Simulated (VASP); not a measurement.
Cu: single point with LDA

The system is Cu.

```xyz
1
Lattice="0.0000 1.7676 1.7676 1.7676 0.0000 1.7676 1.7676 1.7676 0.0000" Properties=species:S:1:pos:R:3 pbc="T T T"
Cu    0.0000    0.0000    0.0000
```

```json
{"Program": "VASP 6.6.1", "Task": "single point", "Functional": "LDA", "Potentials or basis": "VASP PAW LDA potentials, release 64 (Cu)", "Cutoff": "600 eV", "k mesh": "12 × 12 × 12", "Occupations": "gaussian, width 0.1 eV", "Spin": "no spin polarisation", "Dipole correction": "no", "Further INCAR settings": "ALGO = Normal; EDIFF = 1e-06; NBANDS = 12"}
```

The pressure is -1.8 GPa.

Levels at points of the mesh, in eV from the Fermi level:
```tsv
k point	band 4	band 5	band 6	band 7	band 8	band 9
(0.00, 0.00, 0.00)	-3.21	-2.28	-2.28	23.29	26.29	26.29
(0.50, 0.00, 0.00)	-1.65	-1.65	-1.10	4.15	21.78	23.05
(0.50, 0.50, 0.00)	-1.50	-1.50	1.52	7.67	13.61	13.61
```

It took 6.7 s on 1 thread of AMD EPYC 9R45 96-Core Processor (Zen 5), on a shared host, peak memory 0.09 GiB.
